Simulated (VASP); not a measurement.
**PtSe2: single point with PBE**

Crystal: PtSe2.

```
Pt Se
1.0
     3.72865    0.00000    0.00000
    -1.86433    3.22911    0.00000
     0.00000    0.00000    5.48824
Pt Se
1 2
Direct
  0.00000 0.00000 0.00000
  0.33333 0.66667 0.23749
  0.66667 0.33333 0.76251
```

This cell differs from its parent crystal: uniaxial z strain +4.0%.

```yaml
Program: VASP 6.6.1
Task: single point
Functional: PBE
Potentials_or_basis: VASP PAW PBE potentials, release 64 (Pt, Se)
Cutoff: 500 eV
k_mesh: 12 × 12 × 6
Occupations: fermi-dirac, width 0.02 eV
Spin: no spin polarisation
Dipole_correction: no
Further_INCAR_settings: ALGO = Normal; EDIFF = 1e-06; NBANDS = 18
```

| Property | Result |
| --- | --- |
| Pressure | 2.8 GPa |
| Largest force | 0.140 eV/Å |
| Band gap on the k mesh | 0.06 eV (least direct gap 0.61 eV) |

Forces in eV/Å, atoms in the order of the input:
```
Pt   0.000  0.000  0.000
Se   0.000  0.000  0.140
Se   0.000  0.000 -0.140
```

Stress tensor (GPa, compression positive):
```
3.23 0.00 0.00
0.00 3.23 0.00
0.00 0.00 1.90
```

Levels at points of the mesh, in eV from the valence-band top:
```tsv
k point	band 9	band 10	band 11	band 12	band 13	band 14
(0.00, 0.00, 0.00)	-0.93	-0.93	0.00	1.73	1.73	3.99
(0.50, 0.00, 0.00)	-3.23	-3.05	-2.85	0.90	2.12	4.52
(0.00, 0.00, 0.50)	-1.78	-1.15	-1.15	2.19	2.19	4.77
(0.50, 0.00, 0.50)	-3.02	-2.67	-1.59	1.32	1.55	4.10
```

Wall time 2.5 min on 1 thread of Intel Xeon 8259CL, on a shared host, peak memory 0.26 GiB.

Caveat: the cell differs from its parent crystal (uniaxial z strain +4.0%); spin-orbit coupling is left out, which moves the levels of the heavy elements; this functional lacks dispersion, which binds layers or chains, so the pressure and a relaxed spacing across them are unreliable. A k mesh can miss the band edges.
